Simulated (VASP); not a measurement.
A run of VASP 6.6.1 is set up as follows.

Contents of INCAR:

```
SYSTEM = ScAl
ALGO     = Normal         ! electronic algorithm
EDIFF    = 1E-8           ! SCF threshold, eV
ENCUT    = 500            ! plane-wave cutoff, eV
GGA      = PS             ! functional
GGA_COMPAT= .False.      
IBRION   = 8              ! ionic algorithm
ISIF     = 2              ! what is computed and relaxed
ISMEAR   = -1             ! smearing method
LASPH    = .True.         ! aspherical terms in the spheres
LCHARG   = .False.        ! write CHGCAR
LREAL    = .False.        ! projectors in reciprocal space
LWAVE    = .False.        ! write WAVECAR
NELM     = 120            ! most SCF steps
NSW      = 1              ! ionic steps
PREC     = Accurate       ! precision mode
SIGMA    = 0.15           ! smearing width, eV
```

KPOINTS

```
k-points
0
Gamma
  12 12 12
  0 0 0
```

Contents of POSCAR:

```
ScAl
1.0
    3.3700622200      0.0000000000      0.0000000000
    0.0000000000      3.3700622200      0.0000000000
    0.0000000000      0.0000000000      3.3700622200
Sc Al
1 1
Direct
    0.5000000000      0.5000000000      0.5000000000
    0.0000000000      0.0000000000      0.0000000000
```

Potentials or basis: VASP PAW PBE potentials, release 64 (Sc_sv, Al).

Run with:

```sh
$ cat potpaw_PBE.64/Sc_sv/POTCAR potpaw_PBE.64/Al/POTCAR > POTCAR
$ mpirun -np 1 vasp_std > vasp.out
```

(1) Predict the highest phonon frequency at Γ, LO-TO splitting left out.

Answers

(1) 281 cm⁻¹.

Caveat: the cell differs from its parent crystal (phonons at volume x 1.02); the cell wasn't relaxed at this level first, which shifts response properties.
